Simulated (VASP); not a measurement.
# Na7Ta (P4/mmm) in VASP: further runs

The runs below take Na7Ta through single point, with PBE.

Program: VASP 6.6.1. These are calculated values, not measurements. Logs are shortened: lines on timing, memory, paths and dates and some standing lists are left out, and cuts for length are marked.

## 1. The cell of the first run

Symmetry: P4/mmm, No. 123, tetragonal system. Conventional cell: a = 7.296 Å, b = 7.296 Å, c = 5.159 Å, α = 90.00°, β = 90.00°, γ = 90.00°. Within 4.8 Å of Na (site symmetry m2m) lie 10 Na at 3.65 Å and 2 Ta at 3.65 Å. Within 4.8 Å of Na (site symmetry 4/mmm) lie 12 Na at 3.65 Å. Within 4.8 Å of Na (site symmetry mmm) lie 10 Na at 3.65 Å and 2 Ta at 3.65 Å. Within 4.8 Å of Ta (site symmetry 4/mmm) lie 12 Na at 3.65 Å.

## 2. Single point, PBE

INCAR

```
SYSTEM = Na7Ta
ALGO = Fast
EDIFF = 1E-6
ENCUT = 520
GGA = PE
ISIF = 2
ISMEAR = 0
LASPH = .TRUE.
LCHARG = .TRUE.
LELF = .TRUE.
LREAL = .FALSE.
LVHAR = .TRUE.
LWAVE = .FALSE.
NBANDS = 40
NELM = 80
PREC = Accurate
SIGMA = 0.1
```

KPOINTS

```
k-points
0
G
  4 4 4
  0 0 0
```

POSCAR

```
Na7Ta
1.0
    7.2956106600      0.0000000000      0.0000000000
    0.0000000000      7.2956106600      0.0000000000
    0.0000000000      0.0000000000      5.1587757700
Na Ta
7 1
Direct
    0.7500000000      0.7500000000      0.5000000000
    0.5000000000      0.5000000000      0.0000000000
    0.2500000000      0.2500000000      0.5000000000
    0.5000000000      0.0000000000      0.0000000000
    0.2500000000      0.7500000000      0.5000000000
    0.0000000000      0.5000000000      0.0000000000
    0.7500000000      0.2500000000      0.5000000000
    0.0000000000      0.0000000000      0.0000000000
```

Potentials or basis: VASP PAW PBE potentials, release 64 (Na_pv, Ta_pv).

Run with:

```bash
$ cat potpaw_PBE.64/Na_pv/POTCAR potpaw_PBE.64/Ta_pv/POTCAR > POTCAR
$ mpirun -np 1 vasp_std > vasp.out
```

OUTCAR:

```text
SYSTEM = Na7Ta
   EDIFF = 1E-6
   ENCUT = 520
   GGA = PE
   ISIF = 2
   ISMEAR = 0
   LASPH = .TRUE.
   LREAL = .FALSE.
   NELM = 80
   PREC = Accurate

 ion  position               nearest neighbor table
   1  0.750  0.750  0.500-
   2  0.500  0.500  0.000-
   3  0.250  0.250  0.500-
   4  0.500  0.000  0.000-
   5  0.250  0.750  0.500-
   6  0.000  0.500  0.000-
   7  0.750  0.250  0.500-
   8  0.000  0.000  0.000-

  LATTYP: Found a simple tetragonal cell.
 ALAT       =     7.2956106600
 C/A-ratio  =     0.7071067811

  Lattice vectors:

 A1 = (   7.2956106600,   0.0000000000,   0.0000000000)
 A2 = (   0.0000000000,   7.2956106600,   0.0000000000)
 A3 = (   0.0000000000,   0.0000000000,   5.1587757700)

Analysis of symmetry for initial positions (statically):
=====================================================================
 Subroutine PRICEL returns:
 Original cell was already a primitive cell.

 Routine SETGRP: Setting up the symmetry group for a
 simple tetragonal supercell.

 Subroutine GETGRP returns: Found 16 space group operations
 (whereof 16 operations were pure point group operations)
 out of a pool of 16 trial point group operations.

The static configuration has the point symmetry D_4h.

Analysis of symmetry for dynamics (positions and initial velocities):
=====================================================================
 Subroutine PRICEL returns:
 Original cell was already a primitive cell.

 Routine SETGRP: Setting up the symmetry group for a
 simple tetragonal supercell.

 Subroutine GETGRP returns: Found 16 space group operations
 (whereof 16 operations were pure point group operations)
 out of a pool of 16 trial point group operations.

The dynamic configuration has the point symmetry D_4h.

 Subroutine INISYM returns: Found 16 space group operations
 (whereof 16 operations are pure point group operations),
 and found     1 'primitive' translations

----------------------------------------------------------------------------------------

                                     Primitive cell

  volume of cell :     274.5807

  direct lattice vectors                    reciprocal lattice vectors
     7.295610660  0.000000000  0.000000000     0.137068718  0.000000000  0.000000000
     0.000000000  7.295610660  0.000000000     0.000000000  0.137068718  0.000000000
     0.000000000  0.000000000  5.158775770     0.000000000  0.000000000  0.193844440

  length of vectors
     7.295610660  7.295610660  5.158775770     0.137068718  0.137068718  0.193844440

  position of ions in fractional coordinates (direct lattice)
     0.750000000  0.750000000  0.500000000
     0.500000000  0.500000000  0.000000000
     0.250000000  0.250000000  0.500000000
     0.500000000  0.000000000  0.000000000
     0.250000000  0.750000000  0.500000000
     0.000000000  0.500000000  0.000000000
     0.750000000  0.250000000  0.500000000
     0.000000000  0.000000000  0.000000000

  ion indices of the primitive-cell ions
   primitive index   ion index
                 1           1
                 2           2
                 3           3
                 4           4
                 5           5
                 6           6
                 7           7
                 8           8

----------------------------------------------------------------------------------------

 KPOINTS: k-points

Automatic generation of k-mesh.
 Grid dimensions read from file:
 generate k-points for:    4    4    4

 Generating k-lattice:

  Cartesian coordinates                     Fractional coordinates (reciprocal lattice)
     0.034267179  0.000000000  0.000000000     0.250000000  0.000000000  0.000000000
     0.000000000  0.034267179  0.000000000     0.000000000  0.250000000  0.000000000
     0.000000000  0.000000000  0.048461110     0.000000000  0.000000000  0.250000000

  Length of vectors
     0.034267179  0.034267179  0.048461110

  Shift w.r.t. Gamma in fractional coordinates (k-lattice)
     0.000000000  0.000000000  0.000000000

 Subroutine IBZKPT returns following result:
 ===========================================

 Found     18 irreducible k-points:

 Following reciprocal coordinates:
            Coordinates               Weight
  0.000000  0.000000  0.000000      1.000000
  0.250000  0.000000  0.000000      4.000000
  0.500000  0.000000  0.000000      2.000000
  0.250000  0.250000  0.000000      4.000000
  0.500000  0.250000  0.000000      4.000000
  0.500000  0.500000  0.000000      1.000000
[... 10 lines left out ...]
  0.500000  0.250000  0.500000      4.000000
  0.500000  0.500000  0.500000      1.000000
   k-points           NKPTS =     18   k-points in BZ     NKDIM =     18   number of bands    NBANDS=     40
   number of dos      NEDOS =    301   number of ions     NIONS =      8
   total plane-waves  NPLWV = 116640
   dimension x,y,z NGX =    54 NGY =   54 NGZ =   40
   dimension x,y,z NGXF=   108 NGYF=  108 NGZF=   80
   ions per type =               7   1
   NGX,Y,Z   is equivalent  to a cutoff of  12.31, 12.31, 12.89 a.u.
   NGXF,Y,Z  is equivalent  to a cutoff of  24.61, 24.61, 25.78 a.u.
 SYSTEM =  Na7Ta
   PREC   = accura    normal or accurate (medium, high low for compatibility)
   ISTART =      0    job   : 0-new  1-cont  2-samecut
   ICHARG =      2    charge: 1-file 2-atom 10-const
   ISPIN  =      1    spin polarized calculation?
   LNONCOLLINEAR =      F non collinear calculations
   LSORBIT =      F    spin-orbit coupling
   LASPH  =      T    aspherical Exc in radial PAW
   ENCUT  =  520.0 eV  38.22 Ry    6.18 a.u.  13.57 13.57  9.59*2*pi/ulx,y,z
   NELM   =     80;   NELMIN=  2; NELMDL= -5     # of ELM steps
   EDIFF  = 0.1E-05   stopping-criterion for ELM
   LREAL  =      F    real-space projection
   EDIFFG = 0.1E-04   stopping-criterion for IOM
   NSW    =      0    number of steps for IOM
   IBRION =     -1    ionic relax: 0-MD 1-quasi-New 2-CG
   NFREE  =      0    steps in history (QN), initial steepest desc. (CG)
   ISIF   =      2    stress and relaxation
   ISYM   =      2    0-nonsym 1-usesym 2-fastsym
   POTIM  = 0.5000    time-step for ionic-motion
   TEBEG  =    0.0;   TEEND  =   0.0 temperature during run
   PSTRESS=    0.0 pullay stress
   NELECT =      60.0000    total number of electrons
   NUPDOWN=      -1.0000    fix difference up-down
   EMIN   =  10.00;   EMAX   =-10.00  energy-range for DOS
   EFERMI =   0.00;   METHOD = LEGACY
   ISMEAR =     0;   SIGMA  =   0.10  broadening in eV -4-tet -1-fermi 0-gaus
   EFERMI_NEDOS =   21; number of points for ismear=-14 and -15
   IALGO  =     68    algorithm
   IMIX   =      4    mixing-type and parameters
     AMIX     =   0.40;   BMIX     =  1.00
     AMIX_MAG =   1.60;   BMIX_MAG =  1.00
  volume/ion in A,a.u.               =      34.32       231.62
  Fermi-wavevector in a.u.,A,eV,Ry     =   0.986057  1.863377 13.229054  0.972308
  Thomas-Fermi vector in A             =   2.117410
   LORBIT       =      0    0 simple, 1 ext, 2 COOP (PROOUT), +10 PAW based schemes
   GGA     = PE    functional components
   LHFCALC =     F    Hartree Fock is set to
   AEXX    =    0.0000 exact exchange contribution
   IVDW    =     0    specifies the selected vdW correction
   LEPSILON=     F    determine dielectric tensor
   LRPA    =     F    only Hartree local field effects (RPA)
 non-spin polarized calculation
 RMM-DIIS sequential band-by-band and
 Gauss-broadening in eV      SIGMA  =   0.10
  energy-cutoff  :      520.00
  volume of cell :      274.58
 maximum number of plane-waves:      7424
   NGX = 27   NGY = 27   NGZ = 19

 number of electron      59.9999922 magnetization

 Free energy of the ion-electron system (eV)
  ---------------------------------------------------
  ext. energy  EPLUGINS =         0.00000000
  ---------------------------------------------------
  free energy    TOTEN  =       -15.35546136 eV

  energy without entropy =      -15.28291281  energy(sigma->0) =      -15.31918709

 E-fermi :   0.4706     XC(G=0):  -7.0714

 val. band max:        0.4664911822   @ k =   0.5000   0.2500   0.2500
 cond. band min:       0.4827304670   @ k =   0.0000   0.0000   0.0000
 fundamental gap:      0.0162392848
 Fermi energy:         0.4706313517

 k-point     1 :       0.0000    0.0000    0.0000
  band No.  band energies     occupation
      1     -34.8203      2.00000
      2     -34.8201      2.00000
      3     -34.8201      2.00000
      4     -24.4659      2.00000
      5     -24.4497      2.00000
      6     -24.4497      2.00000
[... 32 lines left out ...]
     39       4.0528      0.00000
     40       4.6343      0.00000

 k-point     2 :       0.2500    0.0000    0.0000
  band No.  band energies     occupation
      1     -34.8203      2.00000
      2     -34.8201      2.00000
      3     -34.8201      2.00000
      4     -24.4659      2.00000
      5     -24.4497      2.00000
      6     -24.4496      2.00000
[... 32 lines left out ...]
     39       4.1241      0.00000
     40       4.3216      0.00000

 k-point     3 :       0.5000    0.0000    0.0000
  band No.  band energies     occupation
      1     -34.8203      2.00000
      2     -34.8201      2.00000
      3     -34.8201      2.00000
      4     -24.4659      2.00000
      5     -24.4497      2.00000
      6     -24.4495      2.00000
[... 32 lines left out ...]
     39       4.0300      0.00000
     40       4.2703      0.00000

 k-point     4 :       0.2500    0.2500    0.0000
  band No.  band energies     occupation
      1     -34.8203      2.00000
      2     -34.8201      2.00000
      3     -34.8201      2.00000
      4     -24.4659      2.00000
      5     -24.4496      2.00000
      6     -24.4496      2.00000
[... 32 lines left out ...]
     39       4.0402      0.00000
     40       4.1817      0.00000
[... 514 lines left out ...]
     39       3.4310      0.00000
     40       3.7595      0.00000

 k-point    17 :       0.5000    0.2500    0.5000
  band No.  band energies     occupation
      1     -34.8207      2.00000
      2     -34.8201      2.00000
      3     -34.8201      2.00000
      4     -24.4665      2.00000
      5     -24.4496      2.00000
      6     -24.4495      2.00000
[... 32 lines left out ...]
     39       3.7361      0.00000
     40       3.7827      0.00000

 k-point    18 :       0.5000    0.5000    0.5000
  band No.  band energies     occupation
      1     -34.8207      2.00000
      2     -34.8201      2.00000
      3     -34.8201      2.00000
      4     -24.4665      2.00000
      5     -24.4495      2.00000
      6     -24.4495      2.00000
[... 32 lines left out ...]
     39       4.7536      0.00000
     40       5.2108      0.00000

------------------------ aborting loop because EDIFF is reached ----------------------------------------

  FORCE on cell =-STRESS in cart. coord.  units (eV):
  Direction    XX          YY          ZZ          XY          YZ          ZX
  --------------------------------------------------------------------------------------
  -------------------------------------------------------------------------------------
  Total       -2.4018297     -2.4018297     -2.3061619      0.0000000     -0.0000000      0.0000000
  in kB      -14.0146690    -14.0146690    -13.4564473      0.0000000     -0.0000000      0.0000000
  external PRESSURE =     -13.8285951 kB  Pullay stress =       0.0000000 kB

 VOLUME and BASIS-vectors are now :
 -----------------------------------------------------------------------------
  energy-cutoff  :      520.00
  volume of cell :      274.58
      direct lattice vectors                 reciprocal lattice vectors
     7.295610660  0.000000000  0.000000000     0.137068718  0.000000000  0.000000000
     0.000000000  7.295610660  0.000000000     0.000000000  0.137068718  0.000000000
     0.000000000  0.000000000  5.158775770     0.000000000  0.000000000  0.193844440

 POSITION                                       TOTAL-FORCE (eV/Angst)
 -----------------------------------------------------------------------------------
      5.47171      5.47171      2.57939         0.259399      0.259399      0.000000
      3.64781      3.64781      0.00000        -0.000000     -0.000000     -0.000000
      1.82390      1.82390      2.57939        -0.259399     -0.259399     -0.000000
      3.64781      0.00000      0.00000        -0.000000     -0.000000     -0.000000
      1.82390      5.47171      2.57939        -0.259399      0.259399      0.000000
      0.00000      3.64781      0.00000        -0.000000     -0.000000     -0.000000
      5.47171      1.82390      2.57939         0.259399     -0.259399     -0.000000
      0.00000      0.00000      0.00000        -0.000000     -0.000000     -0.000000
 -----------------------------------------------------------------------------------
    total drift:                                0.000000      0.000000     -0.000000

  FREE ENERGIE OF THE ION-ELECTRON SYSTEM (eV)
  ---------------------------------------------------
  free  energy   TOTEN  =       -15.3554613579 eV

  energy  without entropy=      -15.2829128147  energy(sigma->0) =      -15.31918709
```

It took 7.3 min on 1 thread of Intel Xeon 8259CL, shared host; peak memory 0.43 GiB.

Results:

* Free energy: -15.3555 eV
* Pressure: -1.4 GPa
* Largest force: 0.367 eV/Å
* Band gap on the k mesh: zero (bands 30 and 31 overlap by 0.62 eV)

Forces in eV/Å, atoms in the order of the input:
```
Na   0.259  0.259  0.000
Na   0.000  0.000  0.000
Na  -0.259 -0.259  0.000
Na   0.000  0.000  0.000
Na  -0.259  0.259  0.000
Na   0.000  0.000  0.000
Na   0.259 -0.259  0.000
Ta   0.000  0.000  0.000
```

Caveat: spin-orbit coupling is left out, which moves the levels of the heavy elements.

## 3. Single point, PBE

This run uses another cell than the first one, of 30.23 Å³/atom.

INCAR

```
SYSTEM = Na7Ta
PREC = Accurate ; ENCUT = 520
EDIFF = 1E-6 ; ISMEAR = 0
SIGMA = 0.1 ; LREAL = .False.
LASPH = .True. ; NELM = 80
ALGO = Fast ; ISIF = 2
LWAVE = .False. ; LCHARG = .False.
GGA = PE ; NBANDS = 40
```

KPOINTS

```
Automatic mesh
0
Gamma
  6 6 8
  0 0 0
```

POSCAR

```
Na7Ta
1.0
    8.8672988394      0.0000000000      0.0000000000
    0.0000000000      8.8672988394      0.0000000000
    0.0000000000      0.0000000000      3.0760093819
Na Ta
7 1
Direct
    0.7679621648      0.7679621648      0.5000000000
    0.5000000000      0.5000000000      0.0000000000
    0.2320378352      0.2320378352      0.5000000000
    0.5000000000      0.0000000000      0.0000000000
    0.2320378352      0.7679621648      0.5000000000
    0.0000000000      0.5000000000      0.0000000000
    0.7679621648      0.2320378352      0.5000000000
    0.0000000000      0.0000000000      0.0000000000
```

Potentials or basis: VASP PAW PBE potentials, release 64 (Na_pv, Ta_pv).

Run with:

```bash
$ cat potpaw_PBE.64/Na_pv/POTCAR potpaw_PBE.64/Ta_pv/POTCAR > POTCAR
$ mpirun -np 1 vasp_std > vasp.out
```

Run time: 16 min. Hardware: 1 thread of Intel Xeon 8259CL, shared host; peak memory 0.58 GiB.

The run converged. Its results:

- Free energy: -16.8019 eV
- Pressure: 0.0 GPa
- Band gap on the k mesh: zero (bands 30 and 31 overlap by 1.90 eV)

Levels at points of the mesh, in eV from the Fermi level:
| k point | band 29 | band 30 | band 31 | band 32 | band 33 | band 34 |
| --- | --- | --- | --- | --- | --- | --- |
| (0.00, 0.00, 0.00) | -1.71 | -1.02 | -0.82 | -0.07 | -0.07 | 0.27 |
| (0.50, 0.00, 0.00) | -1.33 | -1.21 | -1.03 | -0.23 | 0.01 | 0.55 |
| (0.50, 0.50, 0.00) | -1.34 | -0.70 | -0.41 | 0.72 | 0.72 | 0.93 |
| (0.00, 0.00, 0.50) | 0.46 | 0.61 | 1.41 | 1.64 | 1.77 | 1.79 |
| (0.50, 0.00, 0.50) | 0.56 | 0.66 | 0.81 | 1.02 | 2.00 | 2.09 |
| (0.50, 0.50, 0.50) | 0.71 | 0.87 | 1.17 | 1.17 | 1.30 | 1.53 |

Caveat: spin-orbit coupling is left out, which moves the levels of the heavy elements.
